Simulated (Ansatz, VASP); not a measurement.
# Si: VASP beside Ansatz

Contents of INCAR:

```
ALGO = Normal ; EDIFF = 1E-7
ENCUT = 520 ; GGA = PE
ISIF = 2 ; ISMEAR = 0
IVDW = 12 ; LASPH = True
LCHARG = True ; LELF = True
LREAL = False ; LVHAR = True
LWAVE = False ; NBANDS = 26
NELM = 100 ; PREC = Accurate
SIGMA = 0.15
```

File KPOINTS:

```
k-points
0
Gamma
  14 14 14
```

Contents of POSCAR:

```
Si
1.0
    0.0000000000      3.8010408870      3.8010408870
    3.8010408870      0.0000000000      3.8010408870
    3.8010408870      3.8010408870      0.0000000000
Si
8
Direct
    0.0000000000      0.0000000000     -0.0148823820
    0.0000000000      0.0000000000      0.5000000000
    0.0000000000      0.5000000000      0.0000000000
    0.0000000000      0.5000000000      0.5000000000
    0.5000000000      0.0000000000      0.0000000000
    0.5000000000      0.0000000000      0.5000000000
    0.5000000000      0.5000000000      0.0000000000
    0.5000000000      0.5000000000      0.5000000000
```

Input for Ansatz:

```yaml
crystal:
  lattice:
    - [0.0, 3.801040887, 3.801040887]
    - [3.801040887, 0.0, 3.801040887]
    - [3.801040887, 3.801040887, 0.0]
  atoms:
    - { symbol: Si, position: [0.0, 0.0, -0.014882382] }
    - { symbol: Si, position: [0.0, 0.0, 0.5] }
    - { symbol: Si, position: [0.0, 0.5, 0.0] }
    - { symbol: Si, position: [0.0, 0.5, 0.5] }
    - { symbol: Si, position: [0.5, 0.0, 0.0] }
    - { symbol: Si, position: [0.5, 0.0, 0.5] }
    - { symbol: Si, position: [0.5, 0.5, 0.0] }
    - { symbol: Si, position: [0.5, 0.5, 0.5] }
basis:
  ecutwfc: 420
kpoints:
  mp_grid: { grid: [14, 14, 14] }
hamiltonian:
  xc: pbe
  dispersion: d3bj
scf:
  occupations: { method: gaussian, width: 0.15 }
output:
  forces: true
  stress: true
  eigenvalues: true
```

Alike in both runs: task single point; functional PBE; dispersion D3(BJ); k mesh 14 × 14 × 14; occupations gaussian, width 0.15 eV; no spin polarisation.

|  | VASP | Ansatz |
| --- | --- | --- |
| version | VASP 6.6.1 | Ansatz 0.2.0 |
| potentials or method | VASP PAW PBE potentials, release 64 (Si), cutoff 520 eV | scalar-relativistic, plane waves, PAW |
| valence electrons in the cell | 32 | 32 |

```csv
,VASP,Ansatz,Ansatz less VASP
gap on the k mesh at the Fermi level (eV),none,none,-
pressure (GPa),-0.6,-0.5,+0.04
rms of the force components (eV/Å),0.085,0.085,+0.0004
```

Atom by atom the forces differ by 0.001 eV/Å (rms over components). A gap of «none» marks a metal or a gap that the smearing closes.
